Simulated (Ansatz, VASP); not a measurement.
**Two plane-wave programs on Al3Cl**

```xyz
8
Lattice="4.2213 2.4371 2.5670 -4.2213 2.4371 2.5670 0.0000 -4.8743 2.5670" Properties=species:S:1:pos:R:3 pbc="T T T"
Al   -1.1291    2.4371    4.4922
Al   -1.5461   -2.1964    4.4922
Al    2.6752   -0.2407    4.4922
Al    1.1291   -2.4371    3.2087
Al    1.5461    2.1964    3.2087
Al   -2.6752    0.2407    3.2087
Cl    0.0000    0.0000    0.0000
Cl    0.0000    0.0000    3.8505
```

Alike in both runs: functional PBE; k mesh 3 × 3 × 3; occupations gaussian, width 0.2 eV; no spin polarisation.

Ansatz relaxed the structure, and its values are those at the end. VASP's run is a single point on that final structure, the one shown.

|  | VASP | Ansatz |
| --- | --- | --- |
| version | VASP 6.6.1 | Ansatz 0.2.0 |
| potentials or method | VASP PAW PBE potentials, release 64 (Al, Cl), cutoff 500 eV | scalar-relativistic, plane waves, PAW |
| valence electrons in the cell | 32 | 32 |

|  | VASP | Ansatz | Ansatz less VASP |
| --- | --- | --- | --- |
| gap on the k mesh at the Fermi level (eV) | none | none | - |
| pressure (GPa) | 0.2 | 0.2 | +0.04 |
| rms of the force components (eV/Å) | 0.010 | 0.010 | +0.0003 |

A gap of «none» marks a metal or a gap that the smearing closes.

The k mesh is coarse, so the values compare programs but aren't converged.
